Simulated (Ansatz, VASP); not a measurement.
FePt in VASP and in Ansatz

File INCAR:

```
SYSTEM = FePt
PREC = Accurate ; ENCUT = 520
EDIFF = 1E-7 ; ISMEAR = 0
SIGMA = 0.025 ; LREAL = .FALSE.
LASPH = .TRUE. ; NELM = 150
ALGO = Normal ; ISIF = 2
LWAVE = .FALSE. ; LCHARG = .TRUE.
ISPIN = 2 ; MAGMOM = 0 3
LORBIT = 11 ; LMAXMIX = 4
GGA = PE ; LELF = .TRUE.
LVHAR = .TRUE. ; NBANDS = 20
```

Contents of KPOINTS:

```
regular mesh
0
G
  10 10 7
  0 0 0
```

File POSCAR:

```
FePt
1.0
    2.7235000000      0.0000000000      0.0000000000
    0.0000000000      2.7235000000      0.0000000000
    0.0000000000      0.0000000000      3.7200000000
Pt Fe
1 1
Direct
    0.5000000000      0.5000000000      0.5000000000
    0.0000000000      0.0000000000      0.0000000000
```

The input input.yaml:

```yaml
crystal:
  lattice:
    - [2.7235, 0.0, 0.0]
    - [0.0, 2.7235, 0.0]
    - [0.0, 0.0, 3.72]
  atoms:
    - { symbol: Pt, position: [0.5, 0.5, 0.5] }
    - { symbol: Fe, position: [0.0, 0.0, 0.0], spin: 3.0 }
kpoints:
  mp_grid: { grid: [10, 10, 7] }
scf:
  occupations: { method: gaussian, width: 0.025 }
hamiltonian:
  xc: pbe
  pseudopotentials: { kind: all_electron, lapw: { basis_error: 0.001 } }
magnetization:
  spin_polarized: true
output:
  forces: true
  stress: true
  eigenvalues: true
```

Alike in both runs: task single point; functional PBE; k mesh 10 × 10 × 7; occupations gaussian, width 0.025 eV; collinear spin.

|  | VASP | Ansatz |
| --- | --- | --- |
| version | VASP 6.6.1 | Ansatz 0.2.0 |
| potentials or method | VASP PAW PBE potentials, release 64 (Pt, Fe), cutoff 520 eV | all-electron LAPW, scalar-relativistic |

Ansatz gave:

```
gap on the k mesh at the Fermi level (eV)                     : none
pressure (GPa)                                                : 3.3
traceless stress, the component that is largest in VASP (GPa) : 0.27
net moment per atom (μB)                                      : 1.64
size of the moment on the site where the two differ most (μB) : 2.97
```

**Question.** What did VASP give for the same quantities?

**Answer.** gap on the k mesh at the Fermi level (eV): none; pressure (GPa): 2.9; traceless stress, the component that is largest in VASP (GPa): 0.35; net moment per atom (μB): 1.63; size of the moment on the site where the two differ most (μB): 2.91.

Site moments also hang on the region over which each program counts them. A gap of «none» marks a metal or a gap that the smearing closes. Ansatz ran all-electron here, and VASP with PAW potentials.

Spin-orbit coupling is off throughout.
